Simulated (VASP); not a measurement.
As, 2 atoms in the cell. The structure is trigonal, space group R-3m (No. 166). The conventional cell has a = 3.762 Å, b = 3.762 Å, c = 10.542 Å, α = 90.00°, β = 90.00°, γ = 120.00°. As (site symmetry 3m) has 6 As at 2.51 to 3.14 Å within 3.3 Å. 

```yaml
Program: VASP 6.6.1
Task: relaxation of cell and atoms
Functional: PBE
Potentials_or_basis: VASP PAW PBE potentials, release 64 (As)
Cutoff: 600 eV
k_mesh: 9 × 9 × 9
Occupations: fermi-dirac, width 0.05 eV
Spin: no spin polarisation
Target_pressure: 2 GPa
Dipole_correction: no
Further_INCAR_settings: ALGO = Normal; EDIFF = 1e-06; IBRION = 2; EDIFFG = -0.01; NSW = 60; ISIF = 3
```

Potentials or basis: VASP PAW PBE potentials, release 64 (As).

Command:

```console
$ cat potpaw_PBE.64/As/POTCAR > POTCAR
$ mpirun -np 1 vasp_std > vasp.out
```

Hardware: 1 thread of Intel(R) Xeon(R) Platinum 8488C (Sapphire Rapids) (shared host).

How long does it take, and how much memory?

It took 2.4 min on 1 thread of Intel(R) Xeon(R) Platinum 8488C (Sapphire Rapids), on a shared host, peak memory 0.22 GiB. Counts: scf iterations 52, k points 85, ion steps 10.
